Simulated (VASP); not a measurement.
# Ta8O19 (a cell with a defect) in VASP: further runs

Ta8O19 (a cell with a defect) is run at these levels: PBEsol, LDA; tasks: single point.

Program: VASP 6.6.1. These are calculated values, not measurements. Logs are shortened: lines on timing, memory, paths and dates and some standing lists are left out, and cuts for length are marked.

### 1 The cell of the first run

The cell holds a defect, 27 atoms: a = 12.505 Å, b = 6.727 Å, c = 13.272 Å, α = 68.64°, β = 30.07°, γ = 81.29°.

### 2 Single point, PBEsol

INCAR

```
SYSTEM = Ta8O19
PREC = Accurate ; ENCUT = 520
EDIFF = 1E-6 ; ISMEAR = -1
SIGMA = 0.01 ; LREAL = .FALSE.
LASPH = .TRUE. ; NELM = 120
ALGO = Normal ; ISIF = 2
LWAVE = .FALSE. ; LCHARG = .FALSE.
GGA = PS ; NBANDS = 120
GGA_COMPAT = .FALSE.
```

KPOINTS

```
regular mesh
0
G
  1 1 1
  0 0 0
```

POSCAR

```
Ta8O19
1.0
    0.0000000000     11.9846651819      3.5696847681
    5.7020527302      0.0000000000      3.5696847681
    5.7020527302     11.9846651819      0.0000000000
Ta O
8 19
Direct
    0.1290681932      0.3715329608      0.7381207225
    0.6151703074      0.8858018851      0.2406056487
    0.3686998384      0.1318639793      0.7659737289
    0.8851799742      0.6146697128      0.2610092619
    0.2613007524      0.2391239712      0.3875761264
    0.7637218021      0.7366638476      0.8854573264
    0.2376368805      0.2631574424      0.1144895401
    0.7355680036      0.7653808408      0.6151153189
    0.3290061561      0.6649141744      0.5588708621
    0.8360705685      0.1714956967      0.0525089615
    0.1727901668      0.8366561910      0.9436085161
    0.6636633416      0.3273462957      0.4521240945
    0.4426099359      0.5549201652      0.1838596521
    0.9455471923      0.0579619330      0.6810191579
    0.0565391585      0.9471848160      0.3153266119
    0.5532322927      0.4440437257      0.8189033173
    0.4371406666      0.0646845183      0.2924146104
    0.9366928488      0.5638690575      0.8019710525
    0.0606086016      0.4382314094      0.2141034837
    0.5617504148      0.9386020535      0.7039945334
    0.2277572073      0.2730833857      0.5633105852
    0.7046044711      0.7968013257      0.0671415275
    0.2666015152      0.2337413926      0.9410876834
    0.7865078277      0.7110091725      0.4367144932
    0.7552660269      0.7450973242      0.2430305950
    0.2516836825      0.2484762090      0.2493835334
    0.7525247532      0.7482063994      0.7483712229
```

Potentials or basis: VASP PAW PBE potentials, release 64 (Ta_pv, O).

Command:

```
$ cat potpaw_PBE.64/Ta_pv/POTCAR potpaw_PBE.64/O/POTCAR > POTCAR
$ mpirun -np 1 vasp_gam > vasp.out
```

OUTCAR:

```text
SYSTEM = Ta8O19
   PREC = Accurate
   ENCUT = 520
   EDIFF = 1E-6
   ISMEAR = -1
   LREAL = .FALSE.
   LASPH = .TRUE.
   NELM = 120
   ISIF = 2
   GGA = PS

 ion  position               nearest neighbor table
   1  0.129  0.372  0.738-  21 1.81   9 1.89  10 1.89  18 2.12   3 3.43   2 3.57   2 3.57
   2  0.615  0.886  0.241-  22 1.80  25 1.88   9 1.93  10 1.93  17 2.00   1 3.57   1 3.57
   3  0.369  0.132  0.766-  23 1.81  11 1.89  12 1.89  20 2.14   1 3.43   4 3.57   4 3.58
   4  0.885  0.615  0.261-  24 1.81  25 1.88  11 1.93  12 1.93  19 2.00   3 3.57   3 3.58
   5  0.261  0.239  0.388-  17 1.82  14 1.90  13 1.91  26 1.92  21 2.08   6 3.57   6 3.57
   6  0.764  0.737  0.885-  18 1.81  27 1.92  13 1.93  14 1.93  22 2.01   5 3.57   5 3.57
   7  0.238  0.263  0.114-  19 1.82  16 1.90  15 1.91  26 1.91  23 2.08   8 3.57   8 3.57
   8  0.736  0.765  0.615-  20 1.81  27 1.92  15 1.93  16 1.94  24 2.02   7 3.57   7 3.57
   9  0.329  0.665  0.559-   1 1.89   2 1.93
  10  0.836  0.171  0.053-   1 1.89   2 1.93
  11  0.173  0.837  0.944-   3 1.89   4 1.93
  12  0.664  0.327  0.452-   3 1.89   4 1.93
  13  0.443  0.555  0.184-   5 1.91   6 1.93
  14  0.946  0.058  0.681-   5 1.90   6 1.93
[... 11 lines left out ...]
  26  0.252  0.248  0.249-   7 1.91   5 1.92
  27  0.753  0.748  0.748-   6 1.92   8 1.92

  LATTYP: Found a face centered orthorhombic cell.
 ALAT       =     7.1393695362
 B/A-ratio  =     1.5973546967
 C/A-ratio  =     3.3573455250

  Lattice vectors:

 A1 = (   5.7020527302,  11.9846651819,   0.0000000000)
 A2 = (   0.0000000000,  11.9846651819,   3.5696847681)
 A3 = (   5.7020527302,   0.0000000000,   3.5696847681)

Analysis of symmetry for initial positions (statically):
=====================================================================
 Subroutine PRICEL returns:
 Original cell was already a primitive cell.

 Routine SETGRP: Setting up the symmetry group for a
 face centered orthorhombic supercell.

 Subroutine GETGRP returns: Found  1 space group operations
 (whereof  1 operations were pure point group operations)
 out of a pool of  8 trial point group operations.

The static configuration has the point symmetry C_1 .

Analysis of symmetry for dynamics (positions and initial velocities):
=====================================================================
 Subroutine PRICEL returns:
 Original cell was already a primitive cell.

 Routine SETGRP: Setting up the symmetry group for a
 face centered orthorhombic supercell.

 Subroutine GETGRP returns: Found  1 space group operations
 (whereof  1 operations were pure point group operations)
 out of a pool of  8 trial point group operations.

The dynamic configuration has the point symmetry C_1 .

 Subroutine INISYM returns: Found  1 space group operations
 (whereof  1 operations are pure point group operations),
 and found     1 'primitive' translations

----------------------------------------------------------------------------------------

                                     Primitive cell

  volume of cell :     487.8845

  direct lattice vectors                    reciprocal lattice vectors
     0.000000000 11.984665182  3.569684768    -0.087687719  0.041719981  0.140068390
     5.702052730  0.000000000  3.569684768     0.087687719 -0.041719981  0.140068390
     5.702052730 11.984665182  0.000000000     0.087687719  0.041719981 -0.140068390

  length of vectors
    12.504992957  6.727262049 13.271985717     0.170437223  0.170437223  0.170437223

  position of ions in fractional coordinates (direct lattice)
     0.129068193  0.371532961  0.738120722
     0.615170307  0.885801885  0.240605649
     0.368699838  0.131863979  0.765973729
     0.885179974  0.614669713  0.261009262
     0.261300752  0.239123971  0.387576126
     0.763721802  0.736663848  0.885457326
[... 19 lines left out ...]
     0.251683683  0.248476209  0.249383533
     0.752524753  0.748206399  0.748371223

  ion indices of the primitive-cell ions
   primitive index   ion index
                 1           1
                 2           2
                 3           3
                 4           4
                 5           5
                 6           6
[... 19 lines left out ...]
                26          26
                27          27

----------------------------------------------------------------------------------------

 KPOINTS: regular mesh

Automatic generation of k-mesh.
 Grid dimensions read from file:
 generate k-points for:    1    1    1

 Generating k-lattice:

  Cartesian coordinates                     Fractional coordinates (reciprocal lattice)
    -0.087687719  0.041719981  0.140068390     1.000000000 -0.000000000  0.000000000
     0.087687719 -0.041719981  0.140068390    -0.000000000  1.000000000  0.000000000
     0.087687719  0.041719981 -0.140068390     0.000000000  0.000000000  1.000000000

  Length of vectors
     0.170437223  0.170437223  0.170437223

  Shift w.r.t. Gamma in fractional coordinates (k-lattice)
     0.000000000  0.000000000  0.000000000

 Subroutine IBZKPT returns following result:
 ===========================================

 Found      1 irreducible k-points:

 Following reciprocal coordinates:
            Coordinates               Weight
  0.000000  0.000000  0.000000      1.000000
   k-points           NKPTS =      1   k-points in BZ     NKDIM =      1   number of bands    NBANDS=    120
   number of dos      NEDOS =    301   number of ions     NIONS =     27
   total plane-waves  NPLWV = 480000
   dimension x,y,z NGX =    96 NGY =   50 NGZ =  100
   dimension x,y,z NGXF=   192 NGYF=  100 NGZF=  200
   ions per type =               8  19
   NGX,Y,Z   is equivalent  to a cutoff of  12.76, 12.36, 12.53 a.u.
   NGXF,Y,Z  is equivalent  to a cutoff of  25.53, 24.71, 25.05 a.u.
 SYSTEM =  Ta8O19
   PREC   = accura    normal or accurate (medium, high low for compatibility)
   ISTART =      0    job   : 0-new  1-cont  2-samecut
   ICHARG =      2    charge: 1-file 2-atom 10-const
   ISPIN  =      1    spin polarized calculation?
   LNONCOLLINEAR =      F non collinear calculations
   LSORBIT =      F    spin-orbit coupling
   LASPH  =      T    aspherical Exc in radial PAW
   ENCUT  =  520.0 eV  38.22 Ry    6.18 a.u.  23.25 12.51 24.68*2*pi/ulx,y,z
   NELM   =    120;   NELMIN=  2; NELMDL= -5     # of ELM steps
   EDIFF  = 0.1E-05   stopping-criterion for ELM
   LREAL  =      F    real-space projection
   EDIFFG = 0.1E-04   stopping-criterion for IOM
   NSW    =      0    number of steps for IOM
   IBRION =     -1    ionic relax: 0-MD 1-quasi-New 2-CG
   NFREE  =      0    steps in history (QN), initial steepest desc. (CG)
   ISIF   =      2    stress and relaxation
   ISYM   =      2    0-nonsym 1-usesym 2-fastsym
   POTIM  = 0.5000    time-step for ionic-motion
   TEBEG  =    0.0;   TEEND  =   0.0 temperature during run
   PSTRESS=    0.0 pullay stress
   NELECT =     202.0000    total number of electrons
   NUPDOWN=      -1.0000    fix difference up-down
   EMIN   =  10.00;   EMAX   =-10.00  energy-range for DOS
   EFERMI =   0.00;   METHOD = LEGACY
   ISMEAR =    -1;   SIGMA  =   0.01  broadening in eV -4-tet -1-fermi 0-gaus
   EFERMI_NEDOS =   21; number of points for ismear=-14 and -15
   IALGO  =     38    algorithm
   IMIX   =      4    mixing-type and parameters
     AMIX     =   0.40;   BMIX     =  1.00
     AMIX_MAG =   1.60;   BMIX_MAG =  1.00
  volume/ion in A,a.u.               =      18.07       121.94
  Fermi-wavevector in a.u.,A,eV,Ry     =   1.220168  2.305783 20.256488  1.488810
  Thomas-Fermi vector in A             =   2.355395
   LORBIT       =      0    0 simple, 1 ext, 2 COOP (PROOUT), +10 PAW based schemes
   GGA     = PS    functional components
   LHFCALC =     F    Hartree Fock is set to
   AEXX    =    0.0000 exact exchange contribution
   IVDW    =     0    specifies the selected vdW correction
   LEPSILON=     F    determine dielectric tensor
   LRPA    =     F    only Hartree local field effects (RPA)
 non-spin polarized calculation
  energy-cutoff  :      520.00
  volume of cell :      487.88
 maximum number of plane-waves:      6579
 NGX is ok and might be reduce to    96
   NGX = 47   NGY = 25   NGZ = 49

 number of electron     201.9999994 magnetization

 Free energy of the ion-electron system (eV)
  ---------------------------------------------------
  ext. energy  EPLUGINS =         0.00000000
  ---------------------------------------------------
  free energy    TOTEN  =      -271.09797578 eV

  energy without entropy =     -271.09797578  energy(sigma->0) =     -271.09797578

 E-fermi :   1.6020     XC(G=0):  -8.5872

 val. band max:        1.2468651776   @ k =   0.0000   0.0000   0.0000
 cond. band min:       2.3664909094   @ k =   0.0000   0.0000   0.0000
 fundamental gap:      1.1196257319
 Fermi energy:         1.6019533427

 k-point     1 :       0.0000    0.0000    0.0000
  band No.  band energies     occupation
      1     -35.1133      2.00000
      2     -35.1116      2.00000
      3     -35.0296      2.00000
      4     -35.0252      2.00000
      5     -34.9529      2.00000
      6     -34.9462      2.00000
[... 105 lines left out ...]
    112       3.8790      0.00000
    113       3.9406      0.00000
 [bands above 113 left out]

------------------------ aborting loop because EDIFF is reached ----------------------------------------

  FORCE on cell =-STRESS in cart. coord.  units (eV):
  Direction    XX          YY          ZZ          XY          YZ          ZX
  --------------------------------------------------------------------------------------
  -------------------------------------------------------------------------------------
  Total        1.4479944     -3.1478674      7.3107368      1.7370675     -0.0502915     -0.0241874
  in kB        4.7551090    -10.3373689     24.0079309      5.7044040     -0.1651535     -0.0794296
  external PRESSURE =       6.1418903 kB  Pullay stress =       0.0000000 kB

 VOLUME and BASIS-vectors are now :
 -----------------------------------------------------------------------------
  energy-cutoff  :      520.00
  volume of cell :      487.88
      direct lattice vectors                 reciprocal lattice vectors
     0.000000000 11.984665182  3.569684768    -0.087687719  0.041719981  0.140068390
     5.702052730  0.000000000  3.569684768     0.087687719 -0.041719981  0.140068390
     5.702052730 11.984665182  0.000000000     0.087687719  0.041719981 -0.140068390

 POSITION                                       TOTAL-FORCE (eV/Angst)
 -----------------------------------------------------------------------------------
      6.32730     10.39297      1.78699         0.901351      0.318052     -0.002106
      6.42284     10.25619      5.35800         0.833462      0.216105     -0.001147
      5.11952     13.59868      1.78686        -0.904970     -0.282375     -0.009029
      4.99317     13.73669      5.35399        -0.816903     -0.217862     -0.006146
      3.57348      7.77657      1.78636         1.034644     -0.271633      0.010221
      9.24942     19.76486      5.35590         1.051195     -0.263465      0.014239
[... 19 lines left out ...]
      2.83882      6.00512      1.78541         0.003445      0.014684     -0.003480
      8.53356     17.98774      5.35714         0.004250      0.012556      0.002390
 -----------------------------------------------------------------------------------
    total drift:                                0.000550     -0.001182      0.001041

  FREE ENERGIE OF THE ION-ELECTRON SYSTEM (eV)
  ---------------------------------------------------
  free  energy   TOTEN  =      -271.0979757755 eV

  energy  without entropy=     -271.0979757755  energy(sigma->0) =     -271.09797578
```

Wall time 4.5 min (1 thread of Intel Xeon Platinum 8375C at 2.90GHz (Ice Lake), shared host); peak memory 0.87 GiB.

Results:

```
Free energy   : -271.0980 eV
Pressure      : 0.6 GPa
Largest force : 1.095 eV/Å
```

Forces in eV/Å, atoms in the order of the input:
```
Ta   0.901  0.318 -0.002
Ta   0.833  0.216 -0.001
Ta  -0.905 -0.282 -0.009
Ta  -0.817 -0.218 -0.006
Ta   1.035 -0.272  0.010
Ta   1.051 -0.263  0.014
Ta  -1.043  0.207 -0.027
Ta  -1.073  0.214 -0.030
O   -0.563 -0.229  0.031
O   -0.570 -0.256 -0.020
O    0.553  0.210 -0.032
O    0.554  0.219  0.027
O   -0.712  0.302  0.009
O   -0.729  0.299 -0.017
O    0.726 -0.273 -0.014
O    0.737 -0.269  0.034
O   -0.378  0.278 -0.008
O   -0.343  0.210 -0.007
O    0.376 -0.261  0.017
O    0.353 -0.197  0.010
O   -0.256 -0.194 -0.008
O   -0.271 -0.278 -0.006
O    0.258  0.198  0.012
O    0.281  0.270  0.024
O   -0.007  0.024  0.000
O    0.003  0.015 -0.003
O    0.004  0.013  0.002
```

Caveat: the k points lie up to 1.07 Å⁻¹ apart; the PAW data sets were made with another functional, which shifts forces and pressure a little; spin-orbit coupling is left out, which moves the levels of the heavy elements.

### 3 Single point, LDA

INCAR

```
PREC = Accurate
ENCUT = 520
EDIFF = 1E-6
ISMEAR = -1
SIGMA = 0.01
LREAL = False
LASPH = True
NELM = 120
ALGO = Normal
ISIF = 2
LWAVE = False
LCHARG = True
LELF = True
LVHAR = True
NBANDS = 120
GGA_COMPAT = False
```

KPOINTS

```
Automatic mesh
0
Gamma
  1 1 1
  0.25 0.25 0.25
```

POSCAR is that of step 2.

Potentials or basis: VASP PAW LDA potentials, release 64 (Ta_pv, O).

Command:

```
$ cat potpaw_LDA.64/Ta_pv/POTCAR potpaw_LDA.64/O/POTCAR > POTCAR
$ mpirun -np 1 vasp_std > vasp.out
```

Run time: 14 min. Hardware: 1 thread of Intel Xeon Platinum 8375C at 2.90GHz (Ice Lake), shared host; peak memory 0.68 GiB.

Results (log left out):

```yaml
Free_energy: -281.0166 eV
Pressure: -1.9 GPa
Largest_force: 0.175 eV/Å
Band_gap_on_the_k_mesh: 1.03 eV
```

Forces on the atoms (eV/Å):
```
Ta   0.127 -0.120 -0.005
Ta   0.088 -0.004  0.001
Ta  -0.125  0.115 -0.007
Ta  -0.101  0.011 -0.010
Ta   0.056  0.001  0.010
Ta   0.130 -0.006  0.016
Ta  -0.060 -0.013 -0.029
Ta  -0.144 -0.007 -0.032
O   -0.132 -0.066  0.006
O   -0.139 -0.092  0.007
O    0.134  0.068 -0.008
O    0.136  0.079  0.003
O   -0.124  0.082  0.017
O   -0.141  0.078 -0.024
O    0.132 -0.077 -0.013
O    0.143 -0.073  0.032
O   -0.018  0.109 -0.009
O   -0.049  0.103 -0.007
O    0.010 -0.112  0.019
O    0.054 -0.102  0.011
O   -0.017 -0.108 -0.008
O   -0.054 -0.105 -0.007
O    0.005  0.113  0.012
O    0.042  0.119  0.027
O    0.023 -0.001 -0.001
O    0.011  0.006 -0.002
O    0.012  0.001  0.002
```

Stress tensor (GPa, compression positive):
```
-1.11  0.38  0.00
 0.38 -3.11 -0.02
 0.00 -0.02 -1.37
```

Levels at points of the mesh, in eV from the valence-band top:
```tsv
k point	band 97	band 98	band 99	band 100	band 101	band 102	band 103	band 104	band 105	band 106
(0.25, 0.25, 0.25)	-2.94	-2.80	-2.61	-2.37	-0.02	1.03	1.23	1.27	1.70	1.86
```

Caveat: the k points lie up to 1.07 Å⁻¹ apart; spin-orbit coupling is left out, which moves the levels of the heavy elements.
